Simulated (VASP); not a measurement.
# Al (P6_3/mmc) in VASP: a series of runs

Runs on Al. Level: PBEsol. Tasks: single point.

Everything below comes from runs of VASP 6.6.1. Logs are shortened: lines on timing, memory, paths and dates and some standing lists are left out, and cuts for length are marked.

## (1) The cell of the first run

The structure is hexagonal, space group P6_3/mmc (No. 194). Conventional cell: a = 2.850 Å, b = 2.850 Å, c = 4.490 Å, α = 90.00°, β = 90.00°, γ = 120.00°. Al (site symmetry -6m2) has 12 Al at 2.78 to 2.85 Å within 3.7 Å.

This isn't the form of Al at room conditions, which is fcc.

## (2) Single point, PBEsol

Contents of INCAR:

```
ALGO = Normal ; EDIFF = 1E-6
ENCUT = 520 ; GGA = PS
ISIF = 2 ; ISMEAR = 0
LASPH = T ; LCHARG = T
LELF = T ; LREAL = F
LVHAR = T ; LWAVE = F
NBANDS = 10 ; NELM = 60
PREC = Accurate ; SIGMA = 0.15
```

Contents of KPOINTS:

```
k-points
0
Gamma
  18 18 10
```

Contents of POSCAR:

```
Al
1.0
    2.8496988417      0.0000000000      0.0000000000
   -1.4248494208      2.4679115900      0.0000000000
    0.0000000000      0.0000000000      4.4899000000
Al
2
Direct
    0.6666666667      0.3333333333      0.7500000000
    0.3333333333      0.6666666667      0.2500000000
```

Potentials or basis: VASP PAW PBE potentials, release 64 (Al).

Launch:

```console
> cat potpaw_PBE.64/Al/POTCAR > POTCAR
> mpirun -np 1 vasp_std > vasp.out
```

OUTCAR:

```text
EDIFF = 1E-6
   ENCUT = 520
   GGA = PS
   ISIF = 2
   ISMEAR = 0
   LASPH = T
   LREAL = F
   NELM = 60
   PREC = Accurate

 ion  position               nearest neighbor table
   1  0.667  0.333  0.750-   2 2.78   2 2.78   2 2.78   2 2.78   2 2.78   2 2.78
   2  0.333  0.667  0.250-   1 2.78   1 2.78   1 2.78   1 2.78   1 2.78   1 2.78

  LATTYP: Found a hexagonal cell.
 ALAT       =     2.8496988417
 C/A-ratio  =     1.5755699986

  Lattice vectors:

 A1 = (   2.8496988417,   0.0000000000,   0.0000000000)
 A2 = (  -1.4248494208,   2.4679115900,   0.0000000000)
 A3 = (   0.0000000000,   0.0000000000,   4.4899000000)

Analysis of symmetry for initial positions (statically):
=====================================================================
 Subroutine PRICEL returns:
 Original cell was already a primitive cell.

 Routine SETGRP: Setting up the symmetry group for a
 hexagonal supercell.

 Subroutine GETGRP returns: Found 24 space group operations
 (whereof 12 operations were pure point group operations)
 out of a pool of 24 trial point group operations.

The static configuration has the point symmetry D_3d.
 The point group associated with its full space group is D_6h.

Analysis of symmetry for dynamics (positions and initial velocities):
=====================================================================
 Subroutine PRICEL returns:
 Original cell was already a primitive cell.

 Routine SETGRP: Setting up the symmetry group for a
 hexagonal supercell.

 Subroutine GETGRP returns: Found 24 space group operations
 (whereof 12 operations were pure point group operations)
 out of a pool of 24 trial point group operations.

The dynamic configuration has the point symmetry D_3d.
 The point group associated with its full space group is D_6h.

 Subroutine INISYM returns: Found 24 space group operations
 (whereof 12 operations are pure point group operations),
 and found     1 'primitive' translations

----------------------------------------------------------------------------------------

                                     Primitive cell

  volume of cell :      31.5766

  direct lattice vectors                    reciprocal lattice vectors
     2.849698842  0.000000000  0.000000000     0.350914274  0.202600451  0.000000000
    -1.424849421  2.467911590  0.000000000     0.000000000  0.405200901  0.000000000
     0.000000000  0.000000000  4.489900000     0.000000000  0.000000000  0.222722110

  length of vectors
     2.849698842  2.849698842  4.489900000     0.405200901  0.405200901  0.222722110

  position of ions in fractional coordinates (direct lattice)
     0.666666667  0.333333333  0.750000000
     0.333333333  0.666666667  0.250000000

  ion indices of the primitive-cell ions
   primitive index   ion index
                 1           1
                 2           2

----------------------------------------------------------------------------------------

 KPOINTS: k-points

Automatic generation of k-mesh.
 Grid dimensions read from file:
 generate k-points for:   18   18   10

 Generating k-lattice:

  Cartesian coordinates                     Fractional coordinates (reciprocal lattice)
     0.019495237  0.011255581  0.000000000     0.055555556  0.000000000  0.000000000
     0.000000000  0.022511161  0.000000000     0.000000000  0.055555556  0.000000000
     0.000000000  0.000000000  0.022272211     0.000000000  0.000000000  0.100000000

  Length of vectors
     0.022511161  0.022511161  0.022272211

  Shift w.r.t. Gamma in fractional coordinates (k-lattice)
     0.000000000  0.000000000  0.000000000

 Subroutine IBZKPT returns following result:
 ===========================================

 Found    222 irreducible k-points:

 Following reciprocal coordinates:
            Coordinates               Weight
  0.000000  0.000000  0.000000      1.000000
  0.055556  0.000000  0.000000      6.000000
  0.111111  0.000000  0.000000      6.000000
  0.166667  0.000000  0.000000      6.000000
  0.222222  0.000000  0.000000      6.000000
  0.277778  0.000000  0.000000      6.000000
[... 16 lines left out ...]
  0.333333  0.111111  0.000000     12.000000
  0.388889  0.111111  0.000000     12.000000
 [... further k-points ...]
   k-points           NKPTS =    222   k-points in BZ     NKDIM =    222   number of bands    NBANDS=     10
   number of dos      NEDOS =    301   number of ions     NIONS =      2
   total plane-waves  NPLWV =  20736
   dimension x,y,z NGX =    24 NGY =   24 NGZ =   36
   dimension x,y,z NGXF=    48 NGYF=   48 NGZF=   72
   ions per type =               2
   NGX,Y,Z   is equivalent  to a cutoff of  14.00, 14.00, 13.33 a.u.
   NGXF,Y,Z  is equivalent  to a cutoff of  28.00, 28.00, 26.66 a.u.
 SYSTEM =  unknown system
   PREC   = accura    normal or accurate (medium, high low for compatibility)
   ISTART =      0    job   : 0-new  1-cont  2-samecut
   ICHARG =      2    charge: 1-file 2-atom 10-const
   ISPIN  =      1    spin polarized calculation?
   LNONCOLLINEAR =      F non collinear calculations
   LSORBIT =      F    spin-orbit coupling
   LASPH  =      T    aspherical Exc in radial PAW
   ENCUT  =  520.0 eV  38.22 Ry    6.18 a.u.   5.30  5.30  8.35*2*pi/ulx,y,z
   NELM   =     60;   NELMIN=  2; NELMDL= -5     # of ELM steps
   EDIFF  = 0.1E-05   stopping-criterion for ELM
   LREAL  =      F    real-space projection
   EDIFFG = 0.1E-04   stopping-criterion for IOM
   NSW    =      0    number of steps for IOM
   IBRION =     -1    ionic relax: 0-MD 1-quasi-New 2-CG
   NFREE  =      0    steps in history (QN), initial steepest desc. (CG)
   ISIF   =      2    stress and relaxation
   ISYM   =      2    0-nonsym 1-usesym 2-fastsym
   POTIM  = 0.5000    time-step for ionic-motion
   TEBEG  =    0.0;   TEEND  =   0.0 temperature during run
   PSTRESS=    0.0 pullay stress
   NELECT =       6.0000    total number of electrons
   NUPDOWN=      -1.0000    fix difference up-down
   EMIN   =  10.00;   EMAX   =-10.00  energy-range for DOS
   EFERMI =   0.00;   METHOD = LEGACY
   ISMEAR =     0;   SIGMA  =   0.15  broadening in eV -4-tet -1-fermi 0-gaus
   EFERMI_NEDOS =   21; number of points for ismear=-14 and -15
   IALGO  =     38    algorithm
   IMIX   =      4    mixing-type and parameters
     AMIX     =   0.40;   BMIX     =  1.00
     AMIX_MAG =   1.60;   BMIX_MAG =  1.00
  volume/ion in A,a.u.               =      15.79       106.54
  Fermi-wavevector in a.u.,A,eV,Ry     =   0.941175  1.778562 12.052170  0.885810
  Thomas-Fermi vector in A             =   2.068659
   LORBIT       =      0    0 simple, 1 ext, 2 COOP (PROOUT), +10 PAW based schemes
   GGA     = PS    functional components
   LHFCALC =     F    Hartree Fock is set to
   AEXX    =    0.0000 exact exchange contribution
   IVDW    =     0    specifies the selected vdW correction
   LEPSILON=     F    determine dielectric tensor
   LRPA    =     F    only Hartree local field effects (RPA)
 non-spin polarized calculation
 Gauss-broadening in eV      SIGMA  =   0.15
  energy-cutoff  :      520.00
  volume of cell :       31.58
 maximum number of plane-waves:       863
 NGX is ok and might be reduce to    24
   NGX = 11   NGY = 11   NGZ = 17

 number of electron       6.0000000 magnetization

 Free energy of the ion-electron system (eV)
  ---------------------------------------------------
  ext. energy  EPLUGINS =         0.00000000
  ---------------------------------------------------
  free energy    TOTEN  =        -8.10228206 eV

  energy without entropy =       -8.09219038  energy(sigma->0) =       -8.09723622

 E-fermi :   8.4165     XC(G=0): -10.4192

 val. band max:        8.4145980098   @ k =   0.2222   0.2222   0.2000
 cond. band min:       8.4220792994   @ k =   0.3889   0.1667   0.2000
 fundamental gap:      0.0074812896
 Fermi energy:         8.4164623341

 k-point     1 :       0.0000    0.0000    0.0000
  band No.  band energies     occupation
      1      -3.0248      2.00000
      2       3.8596      2.00000
      3       4.4254      2.00000
      4      18.7417      0.00000
      5      18.7417      0.00000
      6      19.1608      0.00000
      7      19.1608      0.00000
      8      21.0391      0.00000
      9      22.3578      0.00000
     10      24.2772      0.00000

 k-point     2 :       0.0556    0.0000    0.0000
  band No.  band energies     occupation
      1      -2.9498      2.00000
      2       3.9286      2.00000
      3       4.4981      2.00000
      4      17.2186      0.00000
      5      17.8405      0.00000
      6      19.1096      0.00000
      7      20.1902      0.00000
      8      21.7764      0.00000
      9      23.0224      0.00000
     10      23.1121      0.00000

 k-point     3 :       0.1111    0.0000    0.0000
  band No.  band energies     occupation
      1      -2.7253      2.00000
      2       4.1355      2.00000
      3       4.7151      2.00000
      4      15.1606      0.00000
      5      16.8879      0.00000
      6      18.3354      0.00000
      7      21.2752      0.00000
      8      21.5168      0.00000
      9      21.6381      0.00000
     10      22.9974      0.00000

 k-point     4 :       0.1667    0.0000    0.0000
  band No.  band energies     occupation
      1      -2.3519      2.00000
      2       4.4803      2.00000
      3       5.0728      2.00000
      4      13.1138      0.00000
      5      16.0590      0.00000
      6      17.4277      0.00000
      7      19.3215      0.00000
      8      20.1027      0.00000
      9      22.2413      0.00000
     10      22.2778      0.00000

 k-point     5 :       0.2222    0.0000    0.0000
  band No.  band energies     occupation
      1      -1.8310      2.00000
      2       4.9631      2.00000
      3       5.5625      2.00000
      4      11.1606      0.00000
      5      15.3580      0.00000
      6      16.4686      0.00000
      7      17.4047      0.00000
      8      18.6260      0.00000
      9      21.5416      0.00000
     10      21.6701      0.00000

 k-point     6 :       0.2778    0.0000    0.0000
  band No.  band energies     occupation
      1      -1.1642      2.00000
      2       5.5834      2.00000
      3       6.1544      2.00000
      4       9.3511      0.00000
      5      14.7853      0.00000
      6      15.3856      0.00000
      7      15.5804      0.00000
      8      17.4270      0.00000
      9      20.9212      0.00000
     10      21.1738      0.00000
[... 183 lines left out ...]
 k-point    21 :       0.2222    0.1111    0.0000
  band No.  band energies     occupation
      1      -0.9426      2.00000
      2       5.7901      2.00000
      3       6.3537      2.00000
      4       9.5512      0.00000
      5      11.9317      0.00000
      6      15.7150      0.00000
      7      16.5194      0.00000
      8      18.5064      0.00000
      9      18.9855      0.00000
     10      19.6182      0.00000

 k-point    22 :       0.2778    0.1111    0.0000
  band No.  band energies     occupation
      1      -0.1337      2.00000
      2       6.5465      2.00000
      3       6.7915      2.00000
      4       8.1366      1.99167
      5      11.4332      0.00000
      6      14.0468      0.00000
      7      14.9928      0.00000
      8      17.9706      0.00000
      9      18.5665      0.00000
     10      19.1710      0.00000

 k-point    23 :       0.3333    0.1111    0.0000
  band No.  band energies     occupation
      1       0.8155      2.00000
      2       5.8657      2.00000
      3       7.4356      2.00000
      4       8.3202      1.63606
      5      11.0414      0.00000
      6      12.4895      0.00000
      7      13.5979      0.00000
      8      17.5982      0.00000
      9      18.2636      0.00000
     10      18.8450      0.00000

 k-point    24 :       0.3889    0.1111    0.0000
  band No.  band energies     occupation
      1       1.9003      2.00000
      2       4.4622      2.00000
      3       8.4394      0.82914
      4       9.1832      0.00000
      5      10.6774      0.00000
      6      11.0801      0.00000
      7      12.4656      0.00000
      8      17.3773      0.00000
      9      18.0805      0.00000
     10      18.6473      0.00000

 [... further k-points ...]

------------------------ aborting loop because EDIFF is reached ----------------------------------------

  FORCE on cell =-STRESS in cart. coord.  units (eV):
  Direction    XX          YY          ZZ          XY          YZ          ZX
  --------------------------------------------------------------------------------------
  -------------------------------------------------------------------------------------
  Total        0.3584591      0.3584591      1.0322929      0.0000000      0.0000000      0.0000000
  in kB       18.1880016     18.1880016     52.3779238      0.0000000      0.0000000      0.0000000
  external PRESSURE =      29.5846424 kB  Pullay stress =       0.0000000 kB

 VOLUME and BASIS-vectors are now :
 -----------------------------------------------------------------------------
  energy-cutoff  :      520.00
  volume of cell :       31.58
      direct lattice vectors                 reciprocal lattice vectors
     2.849698842  0.000000000  0.000000000     0.350914274  0.202600451  0.000000000
    -1.424849421  2.467911590  0.000000000     0.000000000  0.405200901  0.000000000
     0.000000000  0.000000000  4.489900000     0.000000000  0.000000000  0.222722110

 POSITION                                       TOTAL-FORCE (eV/Angst)
 -----------------------------------------------------------------------------------
      1.42485      0.82264      3.36742         0.000000     -0.000000      0.000000
     -0.00000      1.64527      1.12247        -0.000000      0.000000      0.000000
 -----------------------------------------------------------------------------------
    total drift:                                0.000000     -0.000000     -0.000000

  FREE ENERGIE OF THE ION-ELECTRON SYSTEM (eV)
  ---------------------------------------------------
  free  energy   TOTEN  =        -8.1022820618 eV

  energy  without entropy=       -8.0921903823  energy(sigma->0) =       -8.09723622
```

It took 53 s on 1 thread of Intel Xeon 8259CL, shared host; peak memory 0.19 GiB.

What came out:

| Quantity | Value |
| --- | --- |
| Free energy | -8.1023 eV |
| Pressure | 3.0 GPa |
| Band gap on the k mesh | zero (bands 3 and 4 overlap by 8.12 eV) |

Caveat: the PAW data sets were made with another functional, which shifts forces and pressure a little.

## (3) Single point, PBEsol

This run uses another cell than the first one, of 15.97 Å³/atom.

Contents of INCAR:

```
SYSTEM = Al
ALGO = Normal ; EDIFF = 1E-6
ENCUT = 520 ; GGA = PS
ISIF = 2 ; ISMEAR = 0
LASPH = .TRUE. ; LCHARG = .FALSE.
LREAL = .FALSE. ; LWAVE = .FALSE.
NBANDS = 10 ; NELM = 60
PREC = Accurate ; SIGMA = 0.15
```

Contents of KPOINTS:

```
k-points
0
G
  18 18 10
  0 0 0
```

Contents of POSCAR:

```
Al
1.0
    2.8896000000      0.0000000000      0.0000000000
   -1.4448000000      2.5024670068      0.0000000000
    0.0000000000      0.0000000000      4.4157000000
Al
2
Direct
    0.6666666667      0.3333333333      0.7500000000
    0.3333333333      0.6666666667      0.2500000000
```

Potentials or basis: VASP PAW PBE potentials, release 64 (Al).

Launch:

```console
> cat potpaw_PBE.64/Al/POTCAR > POTCAR
> mpirun -np 1 vasp_std > vasp.out
```

It took 51 s on 1 thread of Intel Xeon 8259CL, shared host; peak memory 0.19 GiB.

Results (log left out):

| Property | Result |
| --- | --- |
| Free energy | -8.0885 eV |
| Pressure | 2.3 GPa |
| Band gap on the k mesh | zero (bands 3 and 4 overlap by 8.56 eV) |

Stress tensor (GPa, compression positive):
```
0.33 0.00 0.00
0.00 0.33 0.00
0.00 0.00 6.28
```

Levels at points of the mesh, in eV from the Fermi level:
| k point | band 1 | band 2 | band 3 | band 4 | band 5 | band 6 | band 7 |
| --- | --- | --- | --- | --- | --- | --- | --- |
| (0.00, 0.00, 0.00) | -11.36 | -4.31 | -3.58 | 9.74 | 9.74 | 10.30 | 10.30 |
| (0.50, 0.00, 0.00) | -5.71 | -5.44 | 0.69 | 1.61 | 1.85 | 2.30 | 4.95 |
| (0.00, 0.00, 0.50) | -9.47 | -9.47 | 4.82 | 4.82 | 11.16 | 11.16 | 11.16 |
| (0.50, 0.00, 0.50) | -4.11 | -4.11 | -3.36 | -3.36 | 6.56 | 6.56 | 7.62 |

Caveat: the PAW data sets were made with another functional, which shifts forces and pressure a little.
